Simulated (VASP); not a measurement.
Here is a VASP 6.6.1 calculation.

File POSCAR:

```
Sn
1.0
   -0.1914399709      3.2743219881      3.2743219881
    3.2743219881     -0.1914399709      3.2743219881
    3.2743219881      3.2743219881     -0.1914399709
Sn
2
Direct
   -0.0050693258     -0.0050693258     -0.0050693258
    0.2550693258      0.2550693258      0.2550693258
```

INCAR.step1

```
PREC     = Accurate       # precision mode
ENCUT    = 520            # plane-wave cutoff, eV
ISMEAR   = -1             # smearing method
SIGMA    = 0.02           # smearing width, eV
LREAL    = False          # projectors in reciprocal space
LASPH    = True           # aspherical terms in the spheres
NELM     = 80             # most SCF steps
NBANDS   = 21             # bands
GGA      = PE             # functional
ALGO     = Normal         # electronic algorithm
EDIFF    = 1E-4           # SCF threshold, eV
LWAVE    = True           # write WAVECAR
LCHARG   = False          # write CHGCAR
```

File INCAR.step2:

```
PREC     = Accurate       # precision mode
ENCUT    = 520            # plane-wave cutoff, eV
EDIFF    = 1E-7           # SCF threshold, eV
ISMEAR   = -1             # smearing method
SIGMA    = 0.02           # smearing width, eV
LREAL    = False          # projectors in reciprocal space
LASPH    = True           # aspherical terms in the spheres
NELM     = 80             # most SCF steps
ALGO     = Normal         # electronic algorithm
ISIF     = 2              # what is computed and relaxed
LWAVE    = False          # write WAVECAR
LCHARG   = False          # write CHGCAR
METAGGA  = R2SCAN         # meta-GGA
LMIXTAU  = True         
NBANDS   = 21             # bands
ISTART   = 1
```

KPOINTS

```
regular mesh
0
Gamma
  6 6 6
```

Potentials or basis: VASP PAW PBE potentials, release 64 (Sn_d).

Run with:

```bash
$ cat potpaw_PBE.64/Sn_d/POTCAR > POTCAR
$ cp INCAR.step1 INCAR
$ mpirun -np 1 vasp_std > vasp.out
$ cp INCAR.step2 INCAR
$ mpirun -np 1 vasp_std > vasp.out
```

Q: What does it give for the band gap on the k mesh?

A: Zero (band 14 reaches 4.34 eV, above the bottom of band 15 at 3.68 eV).

Q: Predict the pressure.

A: -2.7 GPa.

Stress tensor (GPa, compression positive):
```
-2.66  1.31  1.31
 1.31 -2.66  1.31
 1.31  1.31 -2.66
```

Caveat: the cell differs from its parent crystal (epitaxial 111 strain +5.5%); the PAW data sets were made with another functional, which shifts forces and pressure a little; spin-orbit coupling is left out, which moves the levels of the heavy elements.
